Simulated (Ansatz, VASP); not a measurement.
## Two plane-wave programs on Hf

```
Hf
1.0
     0.00000    3.27553    3.27553
     3.27553    0.00000    3.27553
     3.27553    3.27553    0.00000
Hf
2
Direct
  0.12500 0.12500 0.12500
  0.87500 0.87500 0.87500
```

Alike in both runs: task single point; functional PBE; k mesh 9 × 9 × 9; occupations fermi-dirac, width 0.1 eV; no spin polarisation.

|  | VASP | Ansatz |
| --- | --- | --- |
| version | VASP 6.6.1 | Ansatz 0.2.0 |
| potentials or method | VASP PAW PBE potentials, release 64 (Hf_pv), cutoff 520 eV | plane waves (420 eV) with PAW, scalar-relativistic |
| valence electrons in the cell | 20 | 52 |

|  | VASP | Ansatz | Ansatz less VASP |
| --- | --- | --- | --- |
| pressure (GPa) | -0.2 | 0.0 | +0.22 |

VASP's potentials hold 20 valence electrons a cell and Ansatz's 52, so a difference there can come from the potentials and not from the codes.

Neither program's run includes spin-orbit coupling.
